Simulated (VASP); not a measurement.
# TaN (P6/mmm) in VASP: single point with LDA+U

Aim: the single point of TaN with LDA+U.

All numbers are computed with VASP 6.6.1; they aren't measurements. Logs are shortened: lines on timing, memory, paths and dates and some standing lists are left out, and cuts for length are marked.

## 1. The cell of the first run

The structure is hexagonal, space group P6/mmm (No. 191). Conventional cell: a = 5.185 Å, b = 5.185 Å, c = 2.908 Å, α = 90.00°, β = 90.00°, γ = 120.00°. Within 3.4 Å of Ta (site symmetry 6/mmm) lie 6 N at 2.59 Å and 14 Ta at 2.91 to 3.33 Å. Within 3.0 Å of Ta (site symmetry -6m2) lie 6 N at 2.09 Å and 5 Ta at 2.91 to 2.99 Å. Within 3.0 Å of N (site symmetry mmm) lie 6 Ta at 2.09 to 2.59 Å and 6 N at 2.59 to 2.91 Å.

## 2. Single point, LDA+U

File INCAR:

```
  PREC = Accurate
  ENCUT = 700
  EDIFF = 1E-6
  ISMEAR = 0
  SIGMA = 0.05
  LREAL = False
  LASPH = True
  NELM = 200
  ALGO = Normal
  ISIF = 2
  LWAVE = False
  LCHARG = False
  LMAXMIX = 4
  LDAU = True
  LDAUTYPE = 2
  LDAUL = 2 -1
  LDAUU = 4 0
  LDAUJ = 0 0
  LDAUPRINT = 1
  GGA = CA
  NBANDS = 36
  GGA_COMPAT = False
```

File KPOINTS:

```
Automatic mesh
0
Gamma
  4 4 7
```

File POSCAR:

```
TaN
1.0
    5.1850002000      0.0000000000      0.0000000000
   -2.5925001000      4.4903418900      0.0000000000
    0.0000000000      0.0000000000      2.9080005300
Ta N
3 3
Direct
    0.0000000000      0.0000000000      0.0000000000
    0.3333333333      0.6666666667      0.5000000000
    0.6666666667      0.3333333333      0.5000000000
    0.5000000000      0.0000000000      0.0000000000
    0.5000000000      0.5000000000      0.0000000000
    0.0000000000      0.5000000000      0.0000000000
```

Potentials or basis: VASP PAW LDA potentials, release 64 (Ta_sv_GW, N).

Started as:

```
cat potpaw_LDA.64/Ta_sv_GW/POTCAR potpaw_LDA.64/N/POTCAR > POTCAR
mpirun -np 1 vasp_std > vasp.out
```

OUTCAR:

```text
PREC = Accurate
   ENCUT = 700
   EDIFF = 1E-6
   ISMEAR = 0
   LREAL = False
   LASPH = True
   NELM = 200
   ISIF = 2
   GGA = CA

 ion  position               nearest neighbor table
   1  0.000  0.000  0.000-
   2  0.333  0.667  0.500-   4 2.09   4 2.09   6 2.09   6 2.09   5 2.09   5 2.09   3 2.99   3 2.99
                             3 2.99
   3  0.667  0.333  0.500-   4 2.09   4 2.09   6 2.09   6 2.09   5 2.09   5 2.09   2 2.99   2 2.99
                             2 2.99
   4  0.500  0.000  0.000-   2 2.09   3 2.09   2 2.09   3 2.09
   5  0.500  0.500  0.000-   2 2.09   3 2.09   2 2.09   3 2.09
   6  0.000  0.500  0.000-   2 2.09   3 2.09   2 2.09   3 2.09

  LATTYP: Found a hexagonal cell.
 ALAT       =     5.1850002000
 C/A-ratio  =     0.5608486823

  Lattice vectors:

 A1 = (   5.1850002000,   0.0000000000,   0.0000000000)
 A2 = (  -2.5925001000,   4.4903418900,   0.0000000000)
 A3 = (   0.0000000000,   0.0000000000,   2.9080005300)

Analysis of symmetry for initial positions (statically):
=====================================================================
 Subroutine PRICEL returns:
 Original cell was already a primitive cell.

 Routine SETGRP: Setting up the symmetry group for a
 hexagonal supercell.

 Subroutine GETGRP returns: Found 24 space group operations
 (whereof 24 operations were pure point group operations)
 out of a pool of 24 trial point group operations.

The static configuration has the point symmetry D_6h.

Analysis of symmetry for dynamics (positions and initial velocities):
=====================================================================
 Subroutine PRICEL returns:
 Original cell was already a primitive cell.

 Routine SETGRP: Setting up the symmetry group for a
 hexagonal supercell.

 Subroutine GETGRP returns: Found 24 space group operations
 (whereof 24 operations were pure point group operations)
 out of a pool of 24 trial point group operations.

The dynamic configuration has the point symmetry D_6h.

 Subroutine INISYM returns: Found 24 space group operations
 (whereof 24 operations are pure point group operations),
 and found     1 'primitive' translations

----------------------------------------------------------------------------------------

                                     Primitive cell

  volume of cell :      67.7053

  direct lattice vectors                    reciprocal lattice vectors
     5.185000200  0.000000000  0.000000000     0.192864023  0.111350096  0.000000000
    -2.592500100  4.490341890  0.000000000     0.000000000  0.222700192  0.000000000
     0.000000000  0.000000000  2.908000530     0.000000000  0.000000000  0.343878892

  length of vectors
     5.185000200  5.185000198  2.908000530     0.222700192  0.222700192  0.343878892

  position of ions in fractional coordinates (direct lattice)
     0.000000000  0.000000000  0.000000000
     0.333333333  0.666666667  0.500000000
     0.666666667  0.333333333  0.500000000
     0.500000000  0.000000000  0.000000000
     0.500000000  0.500000000  0.000000000
     0.000000000  0.500000000  0.000000000

  ion indices of the primitive-cell ions
   primitive index   ion index
                 1           1
                 2           2
                 3           3
                 4           4
                 5           5
                 6           6

[... 28 lines left out ...]
  0.000000  0.000000  0.000000      1.000000
  0.250000  0.000000  0.000000      6.000000
  0.500000  0.000000  0.000000      3.000000
  0.250000  0.250000  0.000000      6.000000
  0.000000  0.000000  0.142857      2.000000
  0.250000  0.000000  0.142857     12.000000
[... 8 lines left out ...]
  0.500000  0.000000  0.428571      6.000000
  0.250000  0.250000  0.428571     12.000000
   k-points           NKPTS =     16   k-points in BZ     NKDIM =     16   number of bands    NBANDS=     36
   number of dos      NEDOS =    301   number of ions     NIONS =      6
   total plane-waves  NPLWV =  64512
   dimension x,y,z NGX =    48 NGY =   48 NGZ =   28
   dimension x,y,z NGXF=    96 NGYF=   96 NGZF=   56
   ions per type =               3   3
   NGX,Y,Z   is equivalent  to a cutoff of  15.39, 15.39, 16.01 a.u.
   NGXF,Y,Z  is equivalent  to a cutoff of  30.78, 30.78, 32.01 a.u.
 SYSTEM =  unknown system
   PREC   = accura    normal or accurate (medium, high low for compatibility)
   ISTART =      0    job   : 0-new  1-cont  2-samecut
   ICHARG =      2    charge: 1-file 2-atom 10-const
   ISPIN  =      1    spin polarized calculation?
   LNONCOLLINEAR =      F non collinear calculations
   LSORBIT =      F    spin-orbit coupling
   LASPH  =      T    aspherical Exc in radial PAW
   ENCUT  =  700.0 eV  51.45 Ry    7.17 a.u.  11.19 11.19  6.27*2*pi/ulx,y,z
   NELM   =    200;   NELMIN=  2; NELMDL= -5     # of ELM steps
   EDIFF  = 0.1E-05   stopping-criterion for ELM
   LREAL  =      F    real-space projection
   EDIFFG = 0.1E-04   stopping-criterion for IOM
   NSW    =      0    number of steps for IOM
   IBRION =     -1    ionic relax: 0-MD 1-quasi-New 2-CG
   NFREE  =      0    steps in history (QN), initial steepest desc. (CG)
   ISIF   =      2    stress and relaxation
   ISYM   =      2    0-nonsym 1-usesym 2-fastsym
   POTIM  = 0.5000    time-step for ionic-motion
   TEBEG  =    0.0;   TEEND  =   0.0 temperature during run
   PSTRESS=    0.0 pullay stress
   NELECT =      54.0000    total number of electrons
   NUPDOWN=      -1.0000    fix difference up-down
   EMIN   =  10.00;   EMAX   =-10.00  energy-range for DOS
   EFERMI =   0.00;   METHOD = LEGACY
   ISMEAR =     0;   SIGMA  =   0.05  broadening in eV -4-tet -1-fermi 0-gaus
   EFERMI_NEDOS =   21; number of points for ismear=-14 and -15
   IALGO  =     38    algorithm
   IMIX   =      4    mixing-type and parameters
     AMIX     =   0.40;   BMIX     =  1.00
     AMIX_MAG =   1.60;   BMIX_MAG =  1.00
  volume/ion in A,a.u.               =      11.28        76.15
  Fermi-wavevector in a.u.,A,eV,Ry     =   1.518210  2.869001 31.360909  2.304962
  Thomas-Fermi vector in A             =   2.627361
   LORBIT       =      0    0 simple, 1 ext, 2 COOP (PROOUT), +10 PAW based schemes
 LDA+U is selected, type is set to LDAUTYPE =  2
   angular momentum for each species LDAUL =     2   -1
   U (eV)           for each species LDAUU =   4.0  0.0
   J (eV)           for each species LDAUJ =   0.0  0.0
   GGA     = CA    functional components
   LHFCALC =     F    Hartree Fock is set to
   AEXX    =    0.0000 exact exchange contribution
   IVDW    =     0    specifies the selected vdW correction
   LEPSILON=     F    determine dielectric tensor
   LRPA    =     F    only Hartree local field effects (RPA)
 non-spin polarized calculation
 Gauss-broadening in eV      SIGMA  =   0.05
  energy-cutoff  :      700.00
  volume of cell :       67.71
 maximum number of plane-waves:      2864
 NGX is ok and might be reduce to    48
   NGX = 23   NGY = 23   NGZ = 13

atom =   1  type =  1  l = 2

 onsite density matrix

spin component  1
[... 83 lines left out ...]
  o =  0.2072  v =  1.0000  0.0000  0.0000  0.0000  0.0000  0.0000  0.0000  0.0000  0.0000  0.0000      0.0000  0.0000  0.0000  0.0000  0.0000  0.0000  0.0000  0.0000  0.0000  0.0000
  o =  0.2072  v =  0.0000  0.0000  0.0000  0.0000  0.0000  1.0000  0.0000  0.0000  0.0000  0.0000      0.0000  0.0000  0.0000  0.0000  0.0000  0.0000  0.0000  0.0000  0.0000  0.0000
  o =  0.2072  v =  0.0000  0.0000  0.0000 -0.0000  1.0000  0.0000  0.0000  0.0000  0.0000  0.0000      0.0000  0.0000  0.0000  0.0000  0.0000  0.0000  0.0000  0.0000  0.0000  0.0000
  o =  0.2072  v =  0.0000  0.0000  0.0000  0.0000  0.0000  0.0000  0.0000  0.0000 -0.0000  1.0000      0.0000  0.0000  0.0000  0.0000  0.0000  0.0000  0.0000  0.0000  0.0000  0.0000
  o =  0.2344  v =  0.0000 -1.0000  0.0000  0.0000  0.0000  0.0000  0.0000  0.0000  0.0000  0.0000      0.0000  0.0000  0.0000  0.0000  0.0000  0.0000  0.0000  0.0000  0.0000  0.0000
  o =  0.2344  v =  0.0000  0.0000  0.0000  0.0000  0.0000  0.0000 -1.0000  0.0000  0.0000  0.0000      0.0000  0.0000  0.0000  0.0000  0.0000  0.0000  0.0000  0.0000  0.0000  0.0000
  o =  0.2344  v =  0.0000  0.0000  0.0000  1.0000  0.0000  0.0000  0.0000  0.0000  0.0000  0.0000      0.0000  0.0000  0.0000  0.0000  0.0000  0.0000  0.0000  0.0000  0.0000  0.0000
  o =  0.2344  v =  0.0000  0.0000  0.0000  0.0000  0.0000  0.0000  0.0000  0.0000  1.0000  0.0000      0.0000  0.0000  0.0000  0.0000  0.0000  0.0000  0.0000  0.0000  0.0000  0.0000
  o =  0.2598  v =  0.0000  0.0000  0.0000  0.0000  0.0000  0.0000  0.0000  1.0000 -0.0000 -0.0000      0.0000  0.0000  0.0000  0.0000  0.0000  0.0000  0.0000  0.0000  0.0000  0.0000
  o =  0.2598  v =  0.0000  0.0000  1.0000 -0.0000 -0.0000  0.0000  0.0000  0.0000  0.0000  0.0000      0.0000  0.0000  0.0000  0.0000  0.0000  0.0000  0.0000  0.0000  0.0000  0.0000

 number of electron      54.0000000 magnetization

 Free energy of the ion-electron system (eV)
  ---------------------------------------------------
  ext. energy  EPLUGINS =         0.00000000
  ---------------------------------------------------
  free energy    TOTEN  =       -68.30432553 eV

  energy without entropy =      -68.30316401  energy(sigma->0) =      -68.30374477

 E-fermi :  12.4371     XC(G=0): -13.6769

 val. band max:       12.3882380139   @ k =   0.2500   0.0000   0.4286
 cond. band min:      12.6500971670   @ k =   0.0000   0.0000   0.2857
 fundamental gap:      0.2618591531
 Fermi energy:        12.4371342492

 k-point     1 :       0.0000    0.0000    0.0000
  band No.  band energies     occupation
      1     -57.2540      2.00000
      2     -57.2043      2.00000
      3     -57.0744      2.00000
      4     -24.3348      2.00000
      5     -24.3348      2.00000
      6     -24.0061      2.00000
[... 613 lines left out ...]
     35      16.4787      0.00000
     36      17.9474      0.00000

------------------------ aborting loop because EDIFF is reached ----------------------------------------

  FORCE on cell =-STRESS in cart. coord.  units (eV):
  Direction    XX          YY          ZZ          XY          YZ          ZX
  --------------------------------------------------------------------------------------
  -------------------------------------------------------------------------------------
  Total        3.3838938      3.3838938      4.1290947      0.0000000      0.0000000      0.0000000
  in kB       80.0764186     80.0764185     97.7108416      0.0000000      0.0000000      0.0000000
  external PRESSURE =      85.9545596 kB  Pullay stress =       0.0000000 kB

 VOLUME and BASIS-vectors are now :
 -----------------------------------------------------------------------------
  energy-cutoff  :      700.00
  volume of cell :       67.71
      direct lattice vectors                 reciprocal lattice vectors
     5.185000200  0.000000000  0.000000000     0.192864023  0.111350096  0.000000000
    -2.592500100  4.490341890  0.000000000     0.000000000  0.222700192  0.000000000
     0.000000000  0.000000000  2.908000530     0.000000000  0.000000000  0.343878892

 POSITION                                       TOTAL-FORCE (eV/Angst)
 -----------------------------------------------------------------------------------
      0.00000      0.00000      0.00000         0.000000     -0.000000      0.000000
     -0.00000      2.99356      1.45400        -0.000000      0.000000     -0.000000
      2.59250      1.49678      1.45400         0.000000      0.000000      0.000000
      2.59250      0.00000      0.00000         0.000000     -0.000000      0.000000
      1.29625      2.24517      0.00000         0.000000     -0.000000      0.000000
     -1.29625      2.24517      0.00000         0.000000     -0.000000      0.000000
 -----------------------------------------------------------------------------------
    total drift:                               -0.000000      0.000000     -0.000000

  FREE ENERGIE OF THE ION-ELECTRON SYSTEM (eV)
  ---------------------------------------------------
  free  energy   TOTEN  =       -68.3043255312 eV

  energy  without entropy=      -68.3031640100  energy(sigma->0) =      -68.30374477
```

It took 1.9 min on 1 thread of AMD EPYC 7R43 (Zen 3), shared host; peak memory 0.19 GiB.

Results:

* Free energy: -68.3043 eV
* Pressure: 8.6 GPa
* Band gap on the k mesh: zero (bands 27 and 28 overlap by 1.65 eV)

Stress tensor (GPa, compression positive):
```
8.01 0.00 0.00
0.00 8.01 0.00
0.00 0.00 9.77
```

Levels at points of the mesh, in eV from the Fermi level:
| k point | band 24 | band 25 | band 26 | band 27 | band 28 | band 29 | band 30 | band 31 |
| --- | --- | --- | --- | --- | --- | --- | --- | --- |
| (0.00, 0.00, 0.00) | -3.13 | -2.72 | -2.09 | -1.10 | -1.10 | 0.92 | 0.92 | 1.00 |
| (0.50, 0.00, 0.00) | -3.56 | -3.04 | -1.86 | -0.66 | 1.44 | 1.96 | 2.05 | 2.37 |

Eigenvalues of the final occupation matrices:
| site | spin | trace | eigenvalues |
| --- | --- | --- | --- |
| site 1 d | 1 | 1.05 | 0.15 0.15 0.24 0.24 0.26 |
| site 1 d | 2 | 1.05 | 0.15 0.15 0.24 0.24 0.26 |
| site 2 d | 1 | 1.14 | 0.21 0.21 0.23 0.23 0.26 |
| site 2 d | 2 | 1.14 | 0.21 0.21 0.23 0.23 0.26 |
| site 3 d | 1 | 1.14 | 0.21 0.21 0.23 0.23 0.26 |
| site 3 d | 2 | 1.14 | 0.21 0.21 0.23 0.23 0.26 |

Caveat: the cell stands under pressure; spin-orbit coupling is left out, which moves the levels of the heavy elements; U without spin polarisation on a metal has little footing.

The gap in the log of VASP goes by the Fermi energy; the results here count the filled bands.